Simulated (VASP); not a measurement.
Here is a VASP 6.6.1 calculation.

File POSCAR:

```
SnO
1.0
    3.7925880617      0.0000000000      0.0000000000
    0.0000000000      3.7925880617      0.0000000000
    0.0000000000      0.0000000000      4.6632194833
Sn O
2 2
Direct
    0.0000000000      0.5000000000      0.2450799023
    0.5000000000      0.0000000000      0.7549200977
    0.5000000000      0.5000000000      0.0000000000
    0.0000000000      0.0000000000      0.0000000000
```

Contents of INCAR.step1:

```
  PREC = Accurate
  ENCUT = 520
  ISMEAR = -1
  SIGMA = 0.02
  LREAL = False
  LASPH = True
  NELM = 60
  NBANDS = 28
  GGA = PE
  ALGO = Normal
  EDIFF = 1E-4
  LWAVE = True
  LCHARG = False
```

File INCAR.step2:

```
  PREC = Accurate
  ENCUT = 520
  EDIFF = 1E-6
  ISMEAR = -1
  SIGMA = 0.02
  LREAL = False
  LASPH = True
  NELM = 60
  ALGO = Normal
  ISIF = 2
  LWAVE = False
  LCHARG = True
  METAGGA = R2SCAN
  LMIXTAU = True
  LELF = True
  LVHAR = True
  NBANDS = 28
  ISTART = 1
```

KPOINTS

```
regular mesh
0
Gamma
  6 6 6
```

Potentials or basis: VASP PAW PBE potentials, release 64 (Sn_d, O).

Run with:

```console
$ cat potpaw_PBE.64/Sn_d/POTCAR potpaw_PBE.64/O/POTCAR > POTCAR
$ cp INCAR.step1 INCAR
$ mpirun -np 1 vasp_std > vasp.out
$ cp INCAR.step2 INCAR
$ mpirun -np 1 vasp_std > vasp.out
```

Problem. What does it give for the largest force?

Solution. 0.129 eV/Å.

Problem. Predict the pressure.

Solution. 2.3 GPa.

Problem. Predict the band gap on the k mesh.

Solution. Zero (band 20 reaches 7.73 eV, above the bottom of band 21 at 7.65 eV).

Forces in eV/Å, atoms in the order of the input:
```
Sn   0.000  0.000  0.129
Sn   0.000  0.000 -0.129
O    0.000  0.000  0.000
O    0.000  0.000  0.000
```

Caveat: the cell differs from its parent crystal (uniaxial z strain -2.0%); the PAW data sets were made with another functional, which shifts forces and pressure a little; spin-orbit coupling is left out, which moves the levels of the heavy elements.
